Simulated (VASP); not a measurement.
# Pd (Fm-3m) in VASP: a series of runs

Runs on Pd. Level: r2SCAN. Tasks: single point.

All numbers are computed with VASP 6.6.1; they aren't measurements. Logs are shortened: lines on timing, memory, paths and dates and some standing lists are left out, and cuts for length are marked.

## Step 1: The cell of the first run

The structure is cubic, space group Fm-3m (No. 225). Conventional cell: a = 3.912 Å, b = 3.912 Å, c = 3.912 Å, α = 90.00°, β = 90.00°, γ = 90.00°. Pd (site symmetry m-3m) has 12 Pd at 2.77 Å within 3.6 Å.

## Step 2: Single point, r2SCAN

POSCAR

```
Pd
1.0
    0.0000000000      1.9558504376      1.9558504376
    1.9558504376      0.0000000000      1.9558504376
    1.9558504376      1.9558504376      0.0000000000
Pd
1
Direct
    0.0000000000      0.0000000000      0.0000000000
```

INCAR.step1

```
SYSTEM = Pd
PREC = Accurate ; ENCUT = 520
ISMEAR = 0 ; SIGMA = 0.03
LREAL = .FALSE. ; LASPH = .TRUE.
NELM = 80 ; NBANDS = 11
GGA = PE ; ALGO = Normal
EDIFF = 1E-4 ; LWAVE = .TRUE.
LCHARG = .FALSE.
```

INCAR.step2

```
SYSTEM = Pd
PREC = Accurate ; ENCUT = 520
EDIFF = 1E-6 ; ISMEAR = 0
SIGMA = 0.03 ; LREAL = .FALSE.
LASPH = .TRUE. ; NELM = 80
ALGO = Normal ; ISIF = 2
LWAVE = .FALSE. ; LCHARG = .TRUE.
METAGGA = R2SCAN ; LMIXTAU = .TRUE.
LELF = .TRUE. ; LVHAR = .TRUE.
NBANDS = 11 ; ISTART = 1
```

KPOINTS

```
Automatic mesh
0
G
  14 14 14
  0 0 0
```

Potentials or basis: VASP PAW PBE potentials, release 64 (Pd).

The run is started by

```
$ cat potpaw_PBE.64/Pd/POTCAR > POTCAR
$ cp INCAR.step1 INCAR
$ mpirun -np 1 vasp_std > vasp.out
$ cp INCAR.step2 INCAR
$ mpirun -np 1 vasp_std > vasp.out
```

OUTCAR:

```text
SYSTEM = Pd
   PREC = Accurate
   ENCUT = 520
   EDIFF = 1E-6
   ISMEAR = 0
   LREAL = .FALSE.
   LASPH = .TRUE.
   NELM = 80
   ISIF = 2
   METAGGA = R2SCAN
   ISTART = 1

 ion  position               nearest neighbor table
   1  0.000  0.000  0.000-

  LATTYP: Found a face centered cubic cell.
 ALAT       =     3.9117008752

  Lattice vectors:

 A1 = (   0.0000000000,   1.9558504376,   1.9558504376)
 A2 = (   1.9558504376,   0.0000000000,   1.9558504376)
 A3 = (   1.9558504376,   1.9558504376,   0.0000000000)

Analysis of symmetry for initial positions (statically):
=====================================================================
 Subroutine PRICEL returns:
 Original cell was already a primitive cell.

 Routine SETGRP: Setting up the symmetry group for a
 face centered cubic supercell.

 Subroutine GETGRP returns: Found 48 space group operations
 (whereof 48 operations were pure point group operations)
 out of a pool of 48 trial point group operations.

The static configuration has the point symmetry O_h .

Analysis of symmetry for dynamics (positions and initial velocities):
=====================================================================
 Subroutine PRICEL returns:
 Original cell was already a primitive cell.

 Routine SETGRP: Setting up the symmetry group for a
 face centered cubic supercell.

 Subroutine GETGRP returns: Found 48 space group operations
 (whereof 48 operations were pure point group operations)
 out of a pool of 48 trial point group operations.

The dynamic configuration has the point symmetry O_h .

 Subroutine INISYM returns: Found 48 space group operations
 (whereof 48 operations are pure point group operations),
 and found     1 'primitive' translations

----------------------------------------------------------------------------------------

                                     Primitive cell

  volume of cell :      14.9636

  direct lattice vectors                    reciprocal lattice vectors
     0.000000000  1.955850438  1.955850438    -0.255643269  0.255643269  0.255643269
     1.955850438  0.000000000  1.955850438     0.255643269 -0.255643269  0.255643269
     1.955850438  1.955850438  0.000000000     0.255643269  0.255643269 -0.255643269

  length of vectors
     2.765990215  2.765990215  2.765990215     0.442787131  0.442787131  0.442787131

  position of ions in fractional coordinates (direct lattice)
     0.000000000  0.000000000  0.000000000

  ion indices of the primitive-cell ions
   primitive index   ion index
                 1           1

[... 81 lines left out ...]
   PSTRESS=    0.0 pullay stress
   NELECT =      10.0000    total number of electrons
   NUPDOWN=      -1.0000    fix difference up-down
   EMIN   =  10.00;   EMAX   =-10.00  energy-range for DOS
   EFERMI =   0.00;   METHOD = LEGACY
   ISMEAR =     0;   SIGMA  =   0.03  broadening in eV -4-tet -1-fermi 0-gaus
   EFERMI_NEDOS =   21; number of points for ismear=-14 and -15
   IALGO  =     38    algorithm
   IMIX   =      4    mixing-type and parameters
     AMIX     =   0.40;   BMIX     =  1.00
     AMIX_MAG =   1.60;   BMIX_MAG =  1.00
  volume/ion in A,a.u.               =      14.96       100.98
  Fermi-wavevector in a.u.,A,eV,Ry     =   1.431295  2.704756 27.872973  2.048606
  Thomas-Fermi vector in A             =   2.551047
   LORBIT       =      0    0 simple, 1 ext, 2 COOP (PROOUT), +10 PAW based schemes
   METAGGA = R2SCAN    functional components
   LHFCALC =     F    Hartree Fock is set to
   AEXX    =    0.0000 exact exchange contribution
   IVDW    =     0    specifies the selected vdW correction
   LEPSILON=     F    determine dielectric tensor
   LRPA    =     F    only Hartree local field effects (RPA)
 non-spin polarized calculation
 Gauss-broadening in eV      SIGMA  =   0.03
  energy-cutoff  :      520.00
  volume of cell :       14.96
 maximum number of plane-waves:       415
 NGX is ok and might be reduce to    24
   NGX = 11   NGY = 11   NGZ = 11

 number of electron       9.9999999 magnetization

 Free energy of the ion-electron system (eV)
  ---------------------------------------------------
  ext. energy  EPLUGINS =         0.00000000
  ---------------------------------------------------
  free energy    TOTEN  =       -22.93602676 eV

  energy without entropy =      -22.93467453  energy(sigma->0) =      -22.93535065

 E-fermi :   9.3842     XC(G=0): -14.0205

 val. band max:        9.3780206413   @ k =   0.5000   0.1429   0.0000
 cond. band min:       9.3873942283   @ k =   0.3571   0.2857   0.0714
 fundamental gap:      0.0093735870
 Fermi energy:         9.3841561237

 k-point     1 :       0.0000    0.0000    0.0000
  band No.  band energies     occupation
      1       2.2974      2.00000
      2       6.5298      2.00000
      3       6.5298      2.00000
      4       6.5298      2.00000
      5       8.1031      2.00000
      6       8.1031      2.00000
      7      27.3831      0.00000
      8      31.9160      0.00000
      9      32.2852      0.00000
     10      32.2852      0.00000
     11      32.2852      0.00000
[... 309 lines left out ...]
 k-point    24 :       0.2857    0.1429    0.0000
  band No.  band energies     occupation
      1       4.4086      2.00000
      2       5.7740      2.00000
      3       6.8184      2.00000
      4       7.2527      2.00000
      5       8.3258      2.00000
      6       8.6905      2.00000
      7      25.3613      0.00000
      8      28.7951      0.00000
      9      29.9355      0.00000
     10      31.7299      0.00000
     11      32.1078      0.00000

 [... further k-points ...]

------------------------ aborting loop because EDIFF is reached ----------------------------------------

  FORCE on cell =-STRESS in cart. coord.  units (eV):
  Direction    XX          YY          ZZ          XY          YZ          ZX
  --------------------------------------------------------------------------------------
  -------------------------------------------------------------------------------------
  Total        0.0327348      0.0327348      0.0327348      0.0000000     -0.0000000      0.0000000
  in kB        3.5049588      3.5049588      3.5049588      0.0000000     -0.0000000      0.0000000
  external PRESSURE =       3.5049588 kB  Pullay stress =       0.0000000 kB

 VOLUME and BASIS-vectors are now :
 -----------------------------------------------------------------------------
  energy-cutoff  :      520.00
  volume of cell :       14.96
      direct lattice vectors                 reciprocal lattice vectors
     0.000000000  1.955850438  1.955850438    -0.255643269  0.255643269  0.255643269
     1.955850438  0.000000000  1.955850438     0.255643269 -0.255643269  0.255643269
     1.955850438  1.955850438  0.000000000     0.255643269  0.255643269 -0.255643269

 POSITION                                       TOTAL-FORCE (eV/Angst)
 -----------------------------------------------------------------------------------
      0.00000      0.00000      0.00000         0.000000      0.000000     -0.000000
 -----------------------------------------------------------------------------------
    total drift:                               -0.000000      0.000000      0.000000

  FREE ENERGIE OF THE ION-ELECTRON SYSTEM (eV)
  ---------------------------------------------------
  free  energy   TOTEN  =       -22.9360267642 eV

  energy  without entropy=      -22.9346745337  energy(sigma->0) =      -22.93535065
```

OUTCAR.step1:

```text
SYSTEM = Pd
   PREC = Accurate
   ENCUT = 520
   ISMEAR = 0
   LREAL = .FALSE.
   LASPH = .TRUE.
   NELM = 80
[... 555 lines left out ...]
 -----------------------------------------------------------------------------------
      0.00000      0.00000      0.00000         0.000000     -0.000000      0.000000
 -----------------------------------------------------------------------------------
    total drift:                                0.000000      0.000000     -0.000000

  FREE ENERGIE OF THE ION-ELECTRON SYSTEM (eV)
  ---------------------------------------------------
  free  energy   TOTEN  =        -5.2023352706 eV

  energy  without entropy=       -5.2008981387  energy(sigma->0) =       -5.20161670
```

Wall time 24 s (1 thread of Intel Xeon 6975P-C (Granite Rapids), shared host); peak memory 0.15 GiB.

What came out:

- Free energy: -22.9360 eV
- Pressure: 0.4 GPa
- Band gap on the k mesh: zero (bands 5 and 6 overlap by 1.65 eV)

Caveat: the PAW data sets were made with another functional, which shifts forces and pressure a little.

## Step 3: Single point, r2SCAN

POSCAR is that of step 2.

INCAR.step1

```
SYSTEM = Pd
  ALGO = Normal
  EDIFF = 1E-4
  ENCUT = 520
  GGA = PE
  ISMEAR = 0
  LASPH = .True.
  LCHARG = .False.
  LREAL = .False.
  LWAVE = .True.
  NBANDS = 11
  NELM = 60
  PREC = Accurate
  SIGMA = 0.1
```

INCAR.step2

```
SYSTEM = Pd
  ALGO = Normal
  EDIFF = 1E-6
  ENCUT = 520
  ISIF = 2
  ISMEAR = 0
  ISTART = 1
  LASPH = .True.
  LCHARG = .False.
  LMIXTAU = .True.
  LREAL = .False.
  LWAVE = .False.
  METAGGA = R2SCAN
  NBANDS = 11
  NELM = 60
  PREC = Accurate
  SIGMA = 0.1
```

KPOINTS

```
k-points
0
Gamma
  14 14 14
  0 0 0
```

Potentials or basis: VASP PAW PBE potentials, release 64 (Pd).

The run is started by

```
$ cat potpaw_PBE.64/Pd/POTCAR > POTCAR
$ cp INCAR.step1 INCAR
$ mpirun -np 1 vasp_std > vasp.out
$ cp INCAR.step2 INCAR
$ mpirun -np 1 vasp_std > vasp.out
```

OUTCAR:

```text
SYSTEM = Pd
   EDIFF = 1E-6
   ENCUT = 520
   ISIF = 2
   ISMEAR = 0
   ISTART = 1
   LASPH = .True.
   LREAL = .False.
   METAGGA = R2SCAN
   NELM = 60
   PREC = Accurate

 ion  position               nearest neighbor table
   1  0.000  0.000  0.000-

  LATTYP: Found a face centered cubic cell.
 ALAT       =     3.9117008752

  Lattice vectors:

 A1 = (   0.0000000000,   1.9558504376,   1.9558504376)
 A2 = (   1.9558504376,   0.0000000000,   1.9558504376)
[... 516 lines left out ...]
     11      32.1004      0.00000

 [... further k-points ...]

------------------------ aborting loop because EDIFF is reached ----------------------------------------

  FORCE on cell =-STRESS in cart. coord.  units (eV):
  Direction    XX          YY          ZZ          XY          YZ          ZX
  --------------------------------------------------------------------------------------
  -------------------------------------------------------------------------------------
  Total        0.0370359      0.0370359      0.0370359      0.0000000      0.0000000      0.0000000
  in kB        3.9654907      3.9654907      3.9654907      0.0000000      0.0000000      0.0000000
  external PRESSURE =       3.9654907 kB  Pullay stress =       0.0000000 kB

 VOLUME and BASIS-vectors are now :
 -----------------------------------------------------------------------------
  energy-cutoff  :      520.00
  volume of cell :       14.96
      direct lattice vectors                 reciprocal lattice vectors
     0.000000000  1.955850438  1.955850438    -0.255643269  0.255643269  0.255643269
     1.955850438  0.000000000  1.955850438     0.255643269 -0.255643269  0.255643269
     1.955850438  1.955850438  0.000000000     0.255643269  0.255643269 -0.255643269

 POSITION                                       TOTAL-FORCE (eV/Angst)
 -----------------------------------------------------------------------------------
      0.00000      0.00000      0.00000         0.000000      0.000000      0.000000
 -----------------------------------------------------------------------------------
    total drift:                               -0.000000      0.000000     -0.000000

  FREE ENERGIE OF THE ION-ELECTRON SYSTEM (eV)
  ---------------------------------------------------
  free  energy   TOTEN  =       -22.9427711919 eV

  energy  without entropy=      -22.9287513111  energy(sigma->0) =      -22.93576125
```

OUTCAR.step1:

```text
SYSTEM = Pd
   EDIFF = 1E-4
   ENCUT = 520
   GGA = PE
   ISMEAR = 0
   LASPH = .True.
[... 556 lines left out ...]
 -----------------------------------------------------------------------------------
      0.00000      0.00000      0.00000         0.000000      0.000000      0.000000
 -----------------------------------------------------------------------------------
    total drift:                               -0.000000      0.000000      0.000000

  FREE ENERGIE OF THE ION-ELECTRON SYSTEM (eV)
  ---------------------------------------------------
  free  energy   TOTEN  =        -5.2097504190 eV

  energy  without entropy=       -5.1943174715  energy(sigma->0) =       -5.20203395
```

OSZICAR.step1:

```text
N       E                     dE             d eps       ncg     rms          rms(c)
DAV:   1     0.412748324255E+02    0.41275E+02   -0.51511E+03  2304   0.851E+02
DAV:   2    -0.493651272959E+01   -0.46211E+02   -0.44722E+02  2545   0.181E+02
DAV:   3    -0.549160275617E+01   -0.55509E+00   -0.54952E+00  2786   0.210E+01
DAV:   4    -0.549405246493E+01   -0.24497E-02   -0.24493E-02  2795   0.146E+00
DAV:   5    -0.549407884675E+01   -0.26382E-04   -0.26381E-04  3015   0.137E-01    0.746E+00
DAV:   6    -0.522185294110E+01    0.27223E+00   -0.11182E+00  2801   0.868E+00    0.367E+00
DAV:   7    -0.521334011554E+01    0.85128E-02   -0.14609E-02  2949   0.782E-01    0.198E+00
DAV:   8    -0.520975946482E+01    0.35807E-02   -0.10830E-03  2838   0.266E-01    0.613E-02
DAV:   9    -0.520975041899E+01    0.90458E-05   -0.87197E-05  1963   0.788E-02
   1 F= -.52097504E+01 E0= -.52020339E+01  d E =-.154329E-01
```

Run time: 25 s. Hardware: 1 thread of Intel Xeon 6975P-C (Granite Rapids), shared host; peak memory 0.15 GiB.

Results:

```yaml
Free_energy: -22.9428 eV
Pressure: 0.4 GPa
Band_gap_on_the_k_mesh: zero (bands 5 and 6 overlap by 1.65 eV)
```

Caveat: the PAW data sets were made with another functional, which shifts forces and pressure a little.

## Step 4: Single point, r2SCAN

POSCAR is that of step 3.

INCAR.step1

```
PREC     = Accurate       # precision mode
ENCUT    = 520            # plane-wave cutoff, eV
ISMEAR   = 0              # smearing method
SIGMA    = 0.2            # smearing width, eV
LREAL    = False          # projectors in reciprocal space
LASPH    = True           # aspherical terms in the spheres
NELM     = 100            # most SCF steps
NBANDS   = 11             # bands
GGA      = PE             # functional
ALGO     = Normal         # electronic algorithm
EDIFF    = 1E-4           # SCF threshold, eV
LWAVE    = True           # write WAVECAR
LCHARG   = False          # write CHGCAR
```

INCAR.step2

```
PREC     = Accurate       # precision mode
ENCUT    = 520            # plane-wave cutoff, eV
EDIFF    = 1E-6           # SCF threshold, eV
ISMEAR   = 0              # smearing method
SIGMA    = 0.2            # smearing width, eV
LREAL    = False          # projectors in reciprocal space
LASPH    = True           # aspherical terms in the spheres
NELM     = 100            # most SCF steps
ALGO     = Normal         # electronic algorithm
ISIF     = 2              # what is computed and relaxed
LWAVE    = False          # write WAVECAR
LCHARG   = False          # write CHGCAR
METAGGA  = R2SCAN         # meta-GGA
LMIXTAU  = True         
NBANDS   = 11             # bands
ISTART   = 1
```

KPOINTS

```
regular mesh
0
Gamma
  14 14 14
```

The run is started by

```
$ cat potpaw_PBE.64/Pd/POTCAR > POTCAR
$ cp INCAR.step1 INCAR
$ mpirun -np 1 vasp_std > vasp.out
$ cp INCAR.step2 INCAR
$ mpirun -np 1 vasp_std > vasp.out
```

Wall time 24 s (1 thread of Intel Xeon 6975P-C (Granite Rapids), shared host); peak memory 0.15 GiB.

The run converged. Its results:

```yaml
Free_energy: -22.9618 eV
Pressure: 0.6 GPa
Band_gap_on_the_k_mesh: zero (bands 5 and 6 overlap by 1.65 eV)
```

Levels at points of the mesh, in eV from the Fermi level:
| k point | band 2 | band 3 | band 4 | band 5 | band 6 | band 7 | band 8 | band 9 |
| --- | --- | --- | --- | --- | --- | --- | --- | --- |
| (0.00, 0.00, 0.00) | -2.87 | -2.87 | -2.87 | -1.30 | -1.30 | 17.99 | 22.49 | 22.89 |
| (0.50, 0.00, 0.00) | -2.94 | -2.94 | -0.06 | -0.06 | 1.29 | 7.57 | 17.38 | 21.96 |
| (0.50, 0.50, 0.00) | -5.17 | -0.12 | 0.28 | 0.28 | 3.64 | 11.13 | 13.82 | 13.82 |

Caveat: the PAW data sets were made with another functional, which shifts forces and pressure a little.

## Step 5: Single point, r2SCAN

POSCAR is that of step 4.

INCAR.step1

```
SYSTEM = Pd
PREC = Accurate ; ENCUT = 520
ISMEAR = 0 ; SIGMA = 0.3
LREAL = .False. ; LASPH = .True.
NELM = 100 ; NBANDS = 11
GGA = PE ; ALGO = Normal
EDIFF = 1E-4 ; LWAVE = .True.
LCHARG = .False.
```

INCAR.step2

```
SYSTEM = Pd
PREC = Accurate ; ENCUT = 520
EDIFF = 1E-7 ; ISMEAR = 0
SIGMA = 0.3 ; LREAL = .False.
LASPH = .True. ; NELM = 100
ALGO = Normal ; ISIF = 2
LWAVE = .False. ; LCHARG = .True.
METAGGA = R2SCAN ; LMIXTAU = .True.
LELF = .True. ; LVHAR = .True.
NBANDS = 11 ; ISTART = 1
```

KPOINTS

```
Automatic mesh
0
Gamma
  14 14 14
  0 0 0
```

The run is started by

```
$ cat potpaw_PBE.64/Pd/POTCAR > POTCAR
$ cp INCAR.step1 INCAR
$ mpirun -np 1 vasp_std > vasp.out
$ cp INCAR.step2 INCAR
$ mpirun -np 1 vasp_std > vasp.out
```

Run time: 29 s. Hardware: 1 thread of Intel Xeon 6975P-C (Granite Rapids), shared host; peak memory 0.15 GiB.

Results (log left out):

```yaml
Free_energy: -22.9883 eV
Pressure: 0.8 GPa
Band_gap_on_the_k_mesh: zero (bands 5 and 6 overlap by 1.65 eV)
```

Levels at points of the mesh, in eV from the Fermi level:
```tsv
k point	band 1	band 2	band 3	band 4	band 5	band 6	band 7	band 8	band 9	band 10
(0.00, 0.00, 0.00)	-7.12	-2.89	-2.89	-2.89	-1.32	-1.32	17.97	22.46	22.87	22.87
(0.50, 0.00, 0.00)	-5.35	-2.96	-2.96	-0.08	-0.08	1.27	7.55	17.36	21.94	21.94
(0.50, 0.50, 0.00)	-5.46	-5.19	-0.14	0.26	0.26	3.62	11.11	13.80	13.80	21.83
```

Caveat: so wide a smearing shifts energies and pressures; the PAW data sets were made with another functional, which shifts forces and pressure a little.

## Step 6: Single point, r2SCAN

POSCAR is that of step 5.

INCAR.step1

```
PREC = Accurate ; ENCUT = 520
ISMEAR = 0 ; SIGMA = 0.6
LREAL = False ; LASPH = True
NELM = 60 ; NBANDS = 11
GGA = PE ; ALGO = Normal
EDIFF = 1E-4 ; LWAVE = True
LCHARG = False
```

INCAR.step2

```
PREC = Accurate ; ENCUT = 520
EDIFF = 1E-6 ; ISMEAR = 0
SIGMA = 0.6 ; LREAL = False
LASPH = True ; NELM = 60
ALGO = Normal ; ISIF = 2
LWAVE = False ; LCHARG = False
METAGGA = R2SCAN ; LMIXTAU = True
NBANDS = 11 ; ISTART = 1
```

KPOINTS

```
Automatic mesh
0
Gamma
  14 14 14
```

Potentials or basis: VASP PAW PBE potentials, release 64 (Pd).

The run is started by

```
$ cat potpaw_PBE.64/Pd/POTCAR > POTCAR
$ cp INCAR.step1 INCAR
$ mpirun -np 1 vasp_std > vasp.out
$ cp INCAR.step2 INCAR
$ mpirun -np 1 vasp_std > vasp.out
```

Run time: 26 s. Hardware: 1 thread of Intel Xeon 6975P-C (Granite Rapids), shared host; peak memory 0.15 GiB.

Results (log left out):

* Free energy: -23.0924 eV
* Pressure: 1.4 GPa
* Band gap on the k mesh: zero (bands 5 and 6 overlap by 1.64 eV)

Levels at points of the mesh, in eV from the Fermi level:
```tsv
k point	band 1	band 2	band 3	band 4	band 5	band 6	band 7	band 8	band 9	band 10
(0.00, 0.00, 0.00)	-7.21	-2.99	-2.99	-2.99	-1.41	-1.41	17.88	22.33	22.78	22.78
(0.50, 0.00, 0.00)	-5.45	-3.06	-3.06	-0.18	-0.18	1.18	7.46	17.27	21.85	21.85
(0.50, 0.50, 0.00)	-5.56	-5.29	-0.23	0.16	0.16	3.52	11.02	13.71	13.71	21.73
```

Caveat: so wide a smearing shifts energies and pressures; the PAW data sets were made with another functional, which shifts forces and pressure a little.

## Step 7: Overview

```tsv
smearing	gap on the mesh (eV)	pressure (GPa)
gaussian 0.03 eV	none	0.4
gaussian 0.1 eV	none	0.4
gaussian 0.2 eV	none	0.6
gaussian 0.3 eV	none	0.8
gaussian 0.6 eV	none	1.4
```

Alike in all rows: task single point; level r2SCAN; potentials or basis VASP PAW PBE potentials, release 64 (Pd); no spin polarisation; cell as given; k mesh 14 × 14 × 14; cutoff (eV) 520.

Caveats: the PAW data sets were made with another functional, which shifts forces and pressure a little; so wide a smearing shifts energies and pressures (at least some runs).

Absolute energies hang on the potentials; compare differences alone.

The gap in the log of VASP goes by the Fermi energy; the results here count the filled bands.